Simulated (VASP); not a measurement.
Write the native input for VASP 6.6.1 that does the following.

- Task: single point
- Functional: PBE
- Potentials or basis: VASP PAW PBE potentials, release 64 (Cs_sv, Hf_pv, S)
- Cutoff: 520 eV
- k mesh: 6 × 6 × 2
- Occupations: gaussian, width 0.1 eV
- Spin: no spin polarisation
- Dipole correction: no
- Further INCAR settings: ALGO = Normal; EDIFF = 1e-06; NBANDS = 24

The structure of CsHfS2 lies in POSCAR:

```
CsHfS2
1.0
    3.6816110000      0.0000000000      0.0000000000
   -1.8408055000      3.1883687000      0.0000000000
    0.0000000000      0.0000000000      8.4422940000
Cs Hf S
1 1 2
Direct
    0.6666667000      0.3333333000      0.5000000000
    0.6666667000      0.3333333000      0.0000000000
    0.0000000000      0.0000000000      0.1831740000
    0.0000000000      0.0000000000      0.8168260000
```

These files were run (other wordings do the same):

INCAR

```
PREC = Accurate ; ENCUT = 520
EDIFF = 1E-6 ; ISMEAR = 0
SIGMA = 0.1 ; LREAL = False
LASPH = True ; NELM = 60
ALGO = Normal ; ISIF = 2
LWAVE = False ; LCHARG = False
GGA = PE ; NBANDS = 24
```

KPOINTS

```
Automatic mesh
0
Gamma
  6 6 2
```

Potentials or basis: VASP PAW PBE potentials, release 64 (Cs_sv, Hf_pv, S).

Run with:

```console
$ cat potpaw_PBE.64/Cs_sv/POTCAR potpaw_PBE.64/Hf_pv/POTCAR potpaw_PBE.64/S/POTCAR > POTCAR
$ mpirun -np 1 vasp_std > vasp.out
```

Results of the run:

```
Pressure               : -0.2 GPa
Largest force          : 0.063 eV/Å
Band gap on the k mesh : zero (an odd number of electrons rules out a gap without spin polarisation)
```

Caveat: the k points lie up to 0.37 Å⁻¹ apart, too coarse for converged energies and pressures of a metal; spin-orbit coupling is left out, which moves the levels of the heavy elements.

Run time: 16 s on 1 thread of Intel(R) Xeon(R) 6975P-C (Granite Rapids), on a shared host, peak memory 0.22 GiB.
